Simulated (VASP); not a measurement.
# Be (Im-3m) in VASP: single point with PBE

Aim: the single point of Be with PBE.

All numbers are computed with VASP 6.6.1; they aren't measurements. Logs are shortened: lines on timing, memory, paths and dates and some standing lists are left out, and cuts for length are marked.

**1. The cell of the first run**

It takes space group Im-3m (No. 229, cubic). The conventional cell has a = 2.508 Å, b = 2.508 Å, c = 2.508 Å, α = 90.00°, β = 90.00°, γ = 90.00°. Be (site symmetry m-3m) has 14 Be at 2.17 to 2.51 Å within 2.9 Å.

This isn't the form of Be at room conditions, which is hcp.

**2. Single point, PBE (7.89 Å³/atom)**

File INCAR:

```
SYSTEM = Be
ALGO = Normal ; EDIFF = 1E-6
ENCUT = 600 ; GGA = PE
GGA_COMPAT = .FALSE. ; ISIF = 2
ISMEAR = 0 ; LASPH = .TRUE.
LCHARG = .FALSE. ; LREAL = .FALSE.
LWAVE = .FALSE. ; NBANDS = 7
NELM = 120 ; PREC = Accurate
SIGMA = 0.05
```

File KPOINTS:

```
k-points
0
G
  22 22 22
  0 0 0
```

File POSCAR:

```
Be
1.0
   -1.2539840140      1.2539840140      1.2539840140
    1.2539840140     -1.2539840140      1.2539840140
    1.2539840140      1.2539840140     -1.2539840140
Be
1
Direct
    0.0000000000      0.0000000000      0.0000000000
```

Potentials or basis: VASP PAW PBE potentials, release 64 (Be).

Launch:

```sh
$ cat potpaw_PBE.64/Be/POTCAR > POTCAR
$ mpirun -np 1 vasp_std > vasp.out
```

OUTCAR:

```text
SYSTEM = Be
   EDIFF = 1E-6
   ENCUT = 600
   GGA = PE
   ISIF = 2
   ISMEAR = 0
   LASPH = .TRUE.
   LREAL = .FALSE.
   NELM = 120
   PREC = Accurate

 ion  position               nearest neighbor table
   1  0.000  0.000  0.000-

  LATTYP: Found a body centered cubic cell.
 ALAT       =     2.5079680280

  Lattice vectors:

 A1 = (  -1.2539840140,   1.2539840140,   1.2539840140)
 A2 = (   1.2539840140,  -1.2539840140,   1.2539840140)
 A3 = (   1.2539840140,   1.2539840140,  -1.2539840140)

Analysis of symmetry for initial positions (statically):
=====================================================================
 Subroutine PRICEL returns:
 Original cell was already a primitive cell.

 Routine SETGRP: Setting up the symmetry group for a
 body centered cubic supercell.

 Subroutine GETGRP returns: Found 48 space group operations
 (whereof 48 operations were pure point group operations)
 out of a pool of 48 trial point group operations.

The static configuration has the point symmetry O_h .

Analysis of symmetry for dynamics (positions and initial velocities):
=====================================================================
 Subroutine PRICEL returns:
 Original cell was already a primitive cell.

 Routine SETGRP: Setting up the symmetry group for a
 body centered cubic supercell.

 Subroutine GETGRP returns: Found 48 space group operations
 (whereof 48 operations were pure point group operations)
 out of a pool of 48 trial point group operations.

The dynamic configuration has the point symmetry O_h .

 Subroutine INISYM returns: Found 48 space group operations
 (whereof 48 operations are pure point group operations),
 and found     1 'primitive' translations

----------------------------------------------------------------------------------------

                                     Primitive cell

  volume of cell :       7.8874

  direct lattice vectors                    reciprocal lattice vectors
    -1.253984014  1.253984014  1.253984014     0.000000000  0.398729166  0.398729166
     1.253984014 -1.253984014  1.253984014     0.398729166  0.000000000  0.398729166
     1.253984014  1.253984014 -1.253984014     0.398729166  0.398729166  0.000000000

  length of vectors
     2.171964024  2.171964024  2.171964024     0.563888194  0.563888194  0.563888194

  position of ions in fractional coordinates (direct lattice)
     0.000000000  0.000000000  0.000000000

  ion indices of the primitive-cell ions
   primitive index   ion index
                 1           1

----------------------------------------------------------------------------------------

 KPOINTS: k-points

Automatic generation of k-mesh.
 Grid dimensions read from file:
 generate k-points for:   22   22   22

 Generating k-lattice:

  Cartesian coordinates                     Fractional coordinates (reciprocal lattice)
     0.000000000  0.018124053  0.018124053     0.045454545  0.000000000  0.000000000
     0.018124053  0.000000000  0.018124053     0.000000000  0.045454545  0.000000000
     0.018124053  0.018124053  0.000000000     0.000000000  0.000000000  0.045454545

  Length of vectors
     0.025631282  0.025631282  0.025631282

  Shift w.r.t. Gamma in fractional coordinates (k-lattice)
     0.000000000  0.000000000  0.000000000

 Subroutine IBZKPT returns following result:
 ===========================================

 Found    328 irreducible k-points:

 Following reciprocal coordinates:
            Coordinates               Weight
  0.000000  0.000000  0.000000      1.000000
  0.045455  0.000000  0.000000     12.000000
  0.090909  0.000000  0.000000     12.000000
  0.136364  0.000000  0.000000     12.000000
  0.181818  0.000000  0.000000     12.000000
  0.227273  0.000000  0.000000     12.000000
[... 16 lines left out ...]
  0.090909  0.090909  0.000000     24.000000
  0.136364  0.090909  0.000000     48.000000
 [... further k-points ...]
   k-points           NKPTS =    328   k-points in BZ     NKDIM =    328   number of bands    NBANDS=      7
   number of dos      NEDOS =    301   number of ions     NIONS =      1
   total plane-waves  NPLWV =   5832
   dimension x,y,z NGX =    18 NGY =   18 NGZ =   18
   dimension x,y,z NGXF=    36 NGYF=   36 NGZF=   36
   ions per type =               1
   NGX,Y,Z   is equivalent  to a cutoff of  13.78, 13.78, 13.78 a.u.
   NGXF,Y,Z  is equivalent  to a cutoff of  27.56, 27.56, 27.56 a.u.
 SYSTEM =  Be
   PREC   = accura    normal or accurate (medium, high low for compatibility)
   ISTART =      0    job   : 0-new  1-cont  2-samecut
   ICHARG =      2    charge: 1-file 2-atom 10-const
   ISPIN  =      1    spin polarized calculation?
   LNONCOLLINEAR =      F non collinear calculations
   LSORBIT =      F    spin-orbit coupling
   LASPH  =      T    aspherical Exc in radial PAW
   ENCUT  =  600.0 eV  44.10 Ry    6.64 a.u.   4.34  4.34  4.34*2*pi/ulx,y,z
   NELM   =    120;   NELMIN=  2; NELMDL= -5     # of ELM steps
   EDIFF  = 0.1E-05   stopping-criterion for ELM
   LREAL  =      F    real-space projection
   EDIFFG = 0.1E-04   stopping-criterion for IOM
   NSW    =      0    number of steps for IOM
   IBRION =     -1    ionic relax: 0-MD 1-quasi-New 2-CG
   NFREE  =      0    steps in history (QN), initial steepest desc. (CG)
   ISIF   =      2    stress and relaxation
   ISYM   =      2    0-nonsym 1-usesym 2-fastsym
   POTIM  = 0.5000    time-step for ionic-motion
   TEBEG  =    0.0;   TEEND  =   0.0 temperature during run
   PSTRESS=    0.0 pullay stress
   NELECT =       2.0000    total number of electrons
   NUPDOWN=      -1.0000    fix difference up-down
   EMIN   =  10.00;   EMAX   =-10.00  energy-range for DOS
   EFERMI =   0.00;   METHOD = LEGACY
   ISMEAR =     0;   SIGMA  =   0.05  broadening in eV -4-tet -1-fermi 0-gaus
   EFERMI_NEDOS =   21; number of points for ismear=-14 and -15
   IALGO  =     38    algorithm
   IMIX   =      4    mixing-type and parameters
     AMIX     =   0.40;   BMIX     =  1.00
     AMIX_MAG =   1.60;   BMIX_MAG =  1.00
  volume/ion in A,a.u.               =       7.89        53.23
  Fermi-wavevector in a.u.,A,eV,Ry     =   1.036190  1.958116 14.608442  1.073690
  Thomas-Fermi vector in A             =   2.170569
   LORBIT       =      0    0 simple, 1 ext, 2 COOP (PROOUT), +10 PAW based schemes
   GGA     = PE    functional components
   LHFCALC =     F    Hartree Fock is set to
   AEXX    =    0.0000 exact exchange contribution
   IVDW    =     0    specifies the selected vdW correction
   LEPSILON=     F    determine dielectric tensor
   LRPA    =     F    only Hartree local field effects (RPA)
 non-spin polarized calculation
 Gauss-broadening in eV      SIGMA  =   0.05
  energy-cutoff  :      600.00
  volume of cell :        7.89
 maximum number of plane-waves:       274
 NGX is ok and might be reduce to    18
   NGX =  9   NGY =  9   NGZ =  9

 number of electron       2.0000000 magnetization

 Free energy of the ion-electron system (eV)
  ---------------------------------------------------
  ext. energy  EPLUGINS =         0.00000000
  ---------------------------------------------------
  free energy    TOTEN  =        -3.66474373 eV

  energy without entropy =       -3.66457250  energy(sigma->0) =       -3.66465812

 E-fermi :   7.8735     XC(G=0): -10.6201

 val. band max:        7.8374600365   @ k =  -0.4091   0.5000   0.3182
 cond. band min:       7.8780865272   @ k =   0.2727   0.2727   0.1364
 fundamental gap:      0.0406264908
 Fermi energy:         7.8735468192

 k-point     1 :       0.0000    0.0000    0.0000
  band No.  band energies     occupation
      1      -4.3205      2.00000
      2      27.2113      0.00000
      3      27.2113      0.00000
      4      27.2113      0.00000
      5      38.5613      0.00000
      6      38.5613      0.00000
      7      38.5613      0.00000

 k-point     2 :       0.0455    0.0000    0.0000
  band No.  band energies     occupation
      1      -4.2480      2.00000
      2      26.8557      0.00000
      3      26.9137      0.00000
      4      27.1264      0.00000
      5      37.5522      0.00000
      6      37.6150      0.00000
      7      39.0491      0.00000

 k-point     3 :       0.0909    0.0000    0.0000
  band No.  band energies     occupation
      1      -4.0304      2.00000
      2      25.7613      0.00000
      3      26.1502      0.00000
      4      26.8764      0.00000
      5      35.6349      0.00000
      6      36.0121      0.00000
      7      39.3101      0.00000

 k-point     4 :       0.1364    0.0000    0.0000
  band No.  band energies     occupation
      1      -3.6678      2.00000
      2      23.9692      0.00000
      3      25.1584      0.00000
      4      26.4801      0.00000
      5      34.2873      0.00000
      6      34.4384      0.00000
      7      38.8289      0.00000

 k-point     5 :       0.1818    0.0000    0.0000
  band No.  band energies     occupation
      1      -3.1602      2.00000
      2      21.7096      0.00000
      3      24.1166      0.00000
      4      25.9755      0.00000
      5      33.0107      0.00000
      6      33.5581      0.00000
      7      38.7448      0.00000

 k-point     6 :       0.2273    0.0000    0.0000
  band No.  band energies     occupation
      1      -2.5091      2.00000
      2      19.2561      0.00000
      3      23.1263      0.00000
      4      25.4155      0.00000
      5      31.7585      0.00000
      6      33.2531      0.00000
      7      39.0224      0.00000

 k-point     7 :       0.2727    0.0000    0.0000
  band No.  band energies     occupation
      1      -1.7181      2.00000
      2      16.7952      0.00000
      3      22.2422      0.00000
      4      24.8552      0.00000
      5      30.6924      0.00000
      6      33.2172      0.00000
      7      39.6116      0.00000
[... 121 lines left out ...]
 k-point    20 :       0.3636    0.0455    0.0000
  band No.  band energies     occupation
      1       0.8298      2.00000
      2      11.2797      0.00000
      3      20.4282      0.00000
      4      23.1579      0.00000
      5      29.6724      0.00000
      6      33.7670      0.00000
      7      42.0473      0.00000

 k-point    21 :       0.4091    0.0455    0.0000
  band No.  band energies     occupation
      1       1.8833      2.00000
      2       9.5521      0.00000
      3      20.0887      0.00000
      4      22.8749      0.00000
      5      29.3137      0.00000
      6      34.0080      0.00000
      7      43.1427      0.00000

 k-point    22 :       0.4545    0.0455    0.0000
  band No.  band energies     occupation
      1       2.6513      2.00000
      2       8.4445      0.00000
      3      19.9180      0.00000
      4      22.7308      0.00000
      5      29.1335      0.00000
      6      34.1524      0.00000
      7      43.9646      0.00000

 k-point    23 :       0.0909    0.0909    0.0000
  band No.  band energies     occupation
      1      -3.4499      2.00000
      2      23.8169      0.00000
      3      23.9452      0.00000
      4      25.7774      0.00000
      5      33.8624      0.00000
      6      34.4251      0.00000
      7      38.7272      0.00000

 k-point    24 :       0.1364    0.0909    0.0000
  band No.  band energies     occupation
      1      -2.9418      2.00000
      2      21.7397      0.00000
      3      22.8424      0.00000
      4      25.0612      0.00000
      5      33.3832      0.00000
      6      33.8161      0.00000
      7      38.8532      0.00000

 [... further k-points ...]

------------------------ aborting loop because EDIFF is reached ----------------------------------------

  FORCE on cell =-STRESS in cart. coord.  units (eV):
  Direction    XX          YY          ZZ          XY          YZ          ZX
  --------------------------------------------------------------------------------------
  -------------------------------------------------------------------------------------
  Total       -0.0456409     -0.0456409     -0.0456409     -0.0000000      0.0000000     -0.0000000
  in kB       -9.2710491     -9.2710491     -9.2710491     -0.0000000      0.0000000     -0.0000000
  external PRESSURE =      -9.2710491 kB  Pullay stress =       0.0000000 kB

 VOLUME and BASIS-vectors are now :
 -----------------------------------------------------------------------------
  energy-cutoff  :      600.00
  volume of cell :        7.89
      direct lattice vectors                 reciprocal lattice vectors
    -1.253984014  1.253984014  1.253984014     0.000000000  0.398729166  0.398729166
     1.253984014 -1.253984014  1.253984014     0.398729166  0.000000000  0.398729166
     1.253984014  1.253984014 -1.253984014     0.398729166  0.398729166  0.000000000

 POSITION                                       TOTAL-FORCE (eV/Angst)
 -----------------------------------------------------------------------------------
      0.00000      0.00000      0.00000        -0.000000      0.000000      0.000000
 -----------------------------------------------------------------------------------
    total drift:                                0.000000      0.000000      0.000000

  FREE ENERGIE OF THE ION-ELECTRON SYSTEM (eV)
  ---------------------------------------------------
  free  energy   TOTEN  =        -3.6647437304 eV

  energy  without entropy=       -3.6645725048  energy(sigma->0) =       -3.66465812
```

Wall time 24 s (1 thread of Intel Xeon 8259CL, shared host); peak memory 0.13 GiB.

What came out:

| Item | Value |
| --- | --- |
| Free energy | -3.6647 eV |
| Pressure | -0.9 GPa |
| Band gap on the k mesh | zero (bands 1 and 2 overlap by 5.24 eV) |

Levels at points of the mesh, in eV from the Fermi level:
| k point | band 1 | band 2 | band 3 | band 4 | band 5 | band 6 |
| --- | --- | --- | --- | --- | --- | --- |
| (0.00, 0.00, 0.00) | -12.19 | 19.34 | 19.34 | 19.34 | 30.69 | 30.69 |
| (0.50, 0.00, 0.00) | -5.18 | 0.40 | 12.25 | 15.45 | 20.38 | 26.19 |
| (0.50, 0.50, 0.50) | 3.99 | 3.99 | 3.99 | 9.82 | 9.82 | 18.31 |

The gap in the log of VASP goes by the Fermi energy; the results here count the filled bands.